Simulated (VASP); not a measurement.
# MoSe (P6_3/mmc) in VASP: a series of runs, part 2 of 2

VASP 6.6.1.

**4. Single point, PBE, collinear spin, ferromagnetic start**

This run uses another cell than the first one, of 18.31 Å³/atom, 1.058 times its volume.

INCAR

```
ALGO     = Normal         # electronic algorithm
EDIFF    = 1E-7           # SCF threshold, eV
ENCUT    = 520            # plane-wave cutoff, eV
GGA      = PE             # functional
ISIF     = 2              # what is computed and relaxed
ISMEAR   = 0              # smearing method
ISPIN    = 2              # spin polarisation
LASPH    = True           # aspherical terms in the spheres
LCHARG   = False          # write CHGCAR
LMAXMIX  = 4              # l up to which the mixer works
LORBIT   = 11             # projections on sites
LREAL    = False          # projectors in reciprocal space
LWAVE    = False          # write WAVECAR
MAGMOM   = 0.05 0.05 0 0  # initial moments
NBANDS   = 32             # bands
NELM     = 150            # most SCF steps
PREC     = Accurate       # precision mode
SIGMA    = 0.05           # smearing width, eV
```

KPOINTS

```
k-points
0
Gamma
  10 10 6
```

POSCAR

```
MoSe
1.0
    4.0730809121      0.0000000000      0.0000000000
   -2.0365404561      3.5273915416      0.0000000000
    0.0000000000      0.0000000000      5.0985318699
Mo Se
2 2
Direct
    0.0000000000      0.0000000000      0.0000000000
    0.0000000000      0.0000000000      0.5000000000
    0.3333333333      0.6666666667      0.2500000000
    0.6666666667      0.3333333333      0.7500000000
```

Command:

```bash
$ cat potpaw_PBE.64/Mo_sv/POTCAR potpaw_PBE.64/Se/POTCAR > POTCAR
$ mpirun -np 1 vasp_std > vasp.out
```

Wall time 6.5 min (1 thread of Oxide Virtual Turin-like, shared host); peak memory 0.3 GiB.

It converged, with:

| Item | Value |
| --- | --- |
| Free energy | -28.5341 eV |
| Pressure | 0.3 GPa |
| Band gap on the k mesh | zero (filled and empty bands overlap) |
| Net moment | 0.00 μB per cell |
| Valence electrons inside the program's atomic spheres | Mo 12.50; Se 3.88 |

Stress tensor (GPa, compression positive):
```
0.22 0.00 0.00
0.00 0.22 0.00
0.00 0.00 0.36
```

Levels at points of the mesh, in eV from the Fermi level:
Spin up:
| k point | band 18 | band 19 | band 20 | band 21 | band 22 | band 23 |
| --- | --- | --- | --- | --- | --- | --- |
| (0.00, 0.00, 0.00) | -2.46 | -1.07 | -1.03 | -1.03 | 2.08 | 2.08 |
| (0.50, 0.00, 0.00) | -1.78 | -1.11 | 0.15 | 0.42 | 0.88 | 1.58 |
| (0.00, 0.00, 0.50) | -1.33 | -1.33 | -1.33 | -0.65 | -0.65 | 2.68 |
| (0.50, 0.00, 0.50) | -1.08 | -0.45 | -0.45 | -0.33 | -0.33 | 1.41 |
Spin down:
| k point | band 18 | band 19 | band 20 | band 21 | band 22 | band 23 |
| --- | --- | --- | --- | --- | --- | --- |
| (0.00, 0.00, 0.00) | -2.46 | -1.07 | -1.03 | -1.03 | 2.08 | 2.08 |
| (0.50, 0.00, 0.00) | -1.78 | -1.10 | 0.15 | 0.42 | 0.88 | 1.58 |
| (0.00, 0.00, 0.50) | -1.33 | -1.33 | -1.33 | -0.65 | -0.65 | 2.68 |
| (0.50, 0.00, 0.50) | -1.08 | -0.45 | -0.45 | -0.33 | -0.33 | 1.41 |

**5. Single point, PBE, collinear spin, ferromagnetic start**

This run uses another cell than the first one, of 18.31 Å³/atom, 1.058 times its volume.

INCAR

```
  PREC = Accurate
  ENCUT = 520
  EDIFF = 1E-6
  ISMEAR = 0
  SIGMA = 0.05
  LREAL = F
  LASPH = T
  NELM = 150
  ALGO = Normal
  ISIF = 2
  LWAVE = F
  LCHARG = F
  ISPIN = 2
  MAGMOM = 3 3 0 0
  LORBIT = 11
  LMAXMIX = 4
  GGA = PE
  NBANDS = 32
```

KPOINTS

```
regular mesh
0
Gamma
  10 10 6
```

POSCAR is that of step 4.

Command:

```bash
$ cat potpaw_PBE.64/Mo_sv/POTCAR potpaw_PBE.64/Se/POTCAR > POTCAR
$ mpirun -np 1 vasp_std > vasp.out
```

Wall time 8.1 min (1 thread of Oxide Virtual Turin-like, shared host); peak memory 0.3 GiB.

Results (log left out):

- Free energy: -28.5341 eV
- Pressure: 0.3 GPa
- Band gap on the k mesh: zero (filled and empty bands overlap)
- Net moment: 0.01 μB per cell
- Valence electrons inside the program's atomic spheres: Mo 12.50; Se 3.88

Stress tensor (GPa, compression positive):
```
0.22 0.00 0.00
0.00 0.22 0.00
0.00 0.00 0.36
```

Levels at points of the mesh, in eV from the Fermi level:
Spin up:
```
           k point  band 16  band 17  band 18  band 19  band 20  band 21  band 22  band 23  band 24  band 25
(0.00, 0.00, 0.00)    -2.86    -2.46    -2.46    -1.07    -1.03    -1.03     2.08     2.08     2.19     2.93
(0.50, 0.00, 0.00)    -4.26    -4.06    -1.79    -1.11     0.15     0.42     0.88     1.57     2.03     3.35
(0.00, 0.00, 0.50)    -4.53    -1.33    -1.33    -1.33    -1.33    -0.65    -0.65     2.68     2.68     2.68
(0.50, 0.00, 0.50)    -3.54    -1.08    -1.08    -0.45    -0.45    -0.33    -0.33     1.41     1.41     2.21
```
Spin down:
| k point | band 18 | band 19 | band 20 | band 21 | band 22 | band 23 |
| --- | --- | --- | --- | --- | --- | --- |
| (0.00, 0.00, 0.00) | -2.46 | -1.07 | -1.03 | -1.03 | 2.08 | 2.08 |
| (0.50, 0.00, 0.00) | -1.78 | -1.10 | 0.15 | 0.42 | 0.88 | 1.58 |
| (0.00, 0.00, 0.50) | -1.33 | -1.33 | -1.33 | -0.65 | -0.65 | 2.68 |
| (0.50, 0.00, 0.50) | -1.08 | -0.45 | -0.45 | -0.33 | -0.33 | 1.41 |

**6. Single point, PBE, collinear spin, ferromagnetic start (volume scaled by 1.070)**

INCAR

```
ALGO = Normal ; EDIFF = 1E-7
ENCUT = 520 ; GGA = PE
ISIF = 2 ; ISMEAR = 0
ISPIN = 2 ; LASPH = True
LCHARG = False ; LMAXMIX = 4
LORBIT = 11 ; LREAL = False
LWAVE = False ; MAGMOM = 0.05 0.05 0 0
NBANDS = 32 ; NELM = 150
PREC = Accurate ; SIGMA = 0.05
```

KPOINTS

```
k-points
0
Gamma
  10 10 6
```

POSCAR

```
MoSe
1.0
    4.1883408351      0.0000000000      0.0000000000
   -2.0941704176      3.6272095629      0.0000000000
    0.0000000000      0.0000000000      5.1593021038
Mo Se
2 2
Direct
    0.0000000000      0.0000000000      0.0000000000
    0.0000000000      0.0000000000      0.5000000000
    0.3333333333      0.6666666667      0.2500000000
    0.6666666667      0.3333333333      0.7500000000
```

Potentials or basis: VASP PAW PBE potentials, release 64 (Mo_sv, Se).

Command:

```bash
$ cat potpaw_PBE.64/Mo_sv/POTCAR potpaw_PBE.64/Se/POTCAR > POTCAR
$ mpirun -np 1 vasp_std > vasp.out
```

OUTCAR:

```text
EDIFF = 1E-7
   ENCUT = 520
   GGA = PE
   ISIF = 2
   ISMEAR = 0
   ISPIN = 2
   LASPH = True
   LORBIT = 11
   LREAL = False
   NELM = 150
   PREC = Accurate

 ion  position               nearest neighbor table
   1  0.000  0.000  0.000-   2 2.58   2 2.58   4 2.74   3 2.74   4 2.74   3 2.74   4 2.74   3 2.74

   2  0.000  0.000  0.500-   1 2.58   1 2.58   4 2.74   3 2.74   4 2.74   3 2.74   4 2.74   3 2.74

   3  0.333  0.667  0.250-   1 2.74   2 2.74   1 2.74   2 2.74   1 2.74   2 2.74
   4  0.667  0.333  0.750-   1 2.74   2 2.74   1 2.74   2 2.74   1 2.74   2 2.74

  LATTYP: Found a hexagonal cell.
 ALAT       =     4.1883408351
 C/A-ratio  =     1.2318247982

  Lattice vectors:

 A1 = (   4.1883408351,   0.0000000000,   0.0000000000)
 A2 = (  -2.0941704176,   3.6272095629,   0.0000000000)
 A3 = (   0.0000000000,   0.0000000000,   5.1593021038)

[... 1052 lines left out ...]
  band No.  band energies     occupation
      1     -53.1861      1.00000
      2     -52.9752      1.00000
      3     -28.0438      1.00000
      4     -27.2622      1.00000
      5     -27.2622      1.00000
      6     -27.0702      1.00000
[... 829 lines left out ...]
     31      16.5029      0.00000
     32      17.4750      0.00000

 [... further k-points ...]
[... 5 lines left out ...]
  --------------------------------------------------------------------------------------
  -------------------------------------------------------------------------------------
  Total       -3.8399340     -3.8399340     -3.7765127      0.0000000      0.0000000      0.0000000
  in kB      -78.4925999    -78.4925999    -77.1961981      0.0000000      0.0000000      0.0000000
  external PRESSURE =     -78.0604660 kB  Pullay stress =       0.0000000 kB

 VOLUME and BASIS-vectors are now :
 -----------------------------------------------------------------------------
  energy-cutoff  :      520.00
  volume of cell :       78.38
      direct lattice vectors                 reciprocal lattice vectors
     4.188340835  0.000000000  0.000000000     0.238758028  0.137847012  0.000000000
    -2.094170418  3.627209563  0.000000000     0.000000000  0.275694024  0.000000000
     0.000000000  0.000000000  5.159302104     0.000000000  0.000000000  0.193824665

 POSITION                                       TOTAL-FORCE (eV/Angst)
 -----------------------------------------------------------------------------------
      0.00000      0.00000      0.00000         0.000000      0.000000     -0.000000
      0.00000      0.00000      2.57965         0.000000      0.000000     -0.000000
     -0.00000      2.41814      1.28983         0.000000     -0.000000     -0.000000
      2.09417      1.20907      3.86948        -0.000000      0.000000      0.000000
 -----------------------------------------------------------------------------------
    total drift:                                0.000000     -0.000000      0.000000

  FREE ENERGIE OF THE ION-ELECTRON SYSTEM (eV)
  ---------------------------------------------------
  free  energy   TOTEN  =       -28.4047489829 eV

  energy  without entropy=      -28.3980799703  energy(sigma->0) =      -28.40141448

 total charge

# of ion       s       p       d       tot
------------------------------------------
    1        2.251   6.112   4.026  12.389
    2        2.251   6.112   4.026  12.389
    3        1.433   2.315   0.075   3.823
    4        1.433   2.315   0.075   3.823
--------------------------------------------------
tot          7.369  16.853   8.203  32.424

 magnetization (x)

# of ion       s       p       d       tot
------------------------------------------
    1       -0.000  -0.000  -0.000  -0.000
    2       -0.000  -0.000  -0.000  -0.000
    3        0.000   0.000  -0.000   0.000
    4        0.000   0.000  -0.000   0.000
--------------------------------------------------
tot          0.000   0.000  -0.000  -0.000
```

OSZICAR:

```text
N       E                     dE             d eps       ncg     rms          rms(c)
DAV:   1     0.339985616198E+03    0.33999E+03   -0.21294E+04  7392   0.118E+03
[... 12 lines left out ...]
DAV:  14    -0.284048283469E+02    0.35227E-05   -0.11881E-06  7528   0.556E-03    0.251E-02
DAV:  15    -0.284048247252E+02    0.36216E-05   -0.48498E-07  7240   0.319E-03    0.247E-02
DAV:  16    -0.284047504198E+02    0.74305E-04   -0.35915E-04  7416   0.835E-02    0.295E-02
DAV:  17    -0.284047500472E+02    0.37263E-06   -0.24797E-05  8152   0.240E-02    0.121E-02
DAV:  18    -0.284047484497E+02    0.15974E-05   -0.17835E-05  7520   0.183E-02    0.439E-03
DAV:  19    -0.284047489595E+02   -0.50972E-06   -0.10163E-06  7040   0.514E-03    0.169E-03
DAV:  20    -0.284047489829E+02   -0.23406E-07   -0.41499E-07  6664   0.302E-03
   1 F= -.28404749E+02 E0= -.28401414E+02  d E =-.666901E-02  mag=    -0.0001
```

stdout:

```text
POSCAR found type information on POSCAR MoSe
 POSCAR found :  2 types and       4 ions
 scaLAPACK will be used
 LDA part: xc-table for (Slater+PW92), standard interpolation
 POSCAR, INCAR and KPOINTS ok, starting setup
 FFT: planning ... GRIDC
 FFT: planning ... GRID_SOFT
 FFT: planning ... GRID
 WAVECAR not read
 entering main loop
```

Wall time 9.4 min (1 thread of Oxide Virtual Turin-like, shared host); peak memory 0.32 GiB.

What came out:

| Quantity | Value |
| --- | --- |
| Free energy | -28.4047 eV |
| Pressure | -7.8 GPa |
| Band gap on the k mesh | zero (filled and empty bands overlap) |
| Net moment | 0.00 μB per cell |
| Valence electrons inside the program's atomic spheres | Mo 12.39; Se 3.82 |

Stress tensor (GPa, compression positive):
```
-7.85  0.00  0.00
 0.00 -7.85  0.00
 0.00  0.00 -7.72
```

Caveat: the cell differs from its parent crystal (volume scaled by 1.070).

**7. Overview**

| cell | gap on the mesh (eV) | pressure (GPa) | moment (μB) |
| --- | --- | --- | --- |
| a = 3.979, b = 3.979, c = 5.049 Å, angles 90.0, 90.0, 120.0°, 4 atoms | none | 9.5 | 0.00 |
| a = 4.006, b = 4.006, c = 5.061 Å, angles 90.0, 90.0, 120.0°, 4 atoms | none | 6.7 | 0.00 |
| a = 4.073, b = 4.073, c = 5.099 Å, angles 90.0, 90.0, 120.0°, 4 atoms | none | 0.3 | 0.01 |
| a = 4.188, b = 4.188, c = 5.159 Å, angles 90.0, 90.0, 120.0°, 4 atoms | none | -7.8 | 0.00 |

Alike in all rows: task single point; level PBE; potentials or basis VASP PAW PBE potentials, release 64 (Mo_sv, Se); spin collinear, ferromagnetic start; k mesh 10 × 10 × 6; cutoff (eV) 520; smearing gaussian 0.05 eV.

Absolute energies hang on the potentials; compare differences alone.
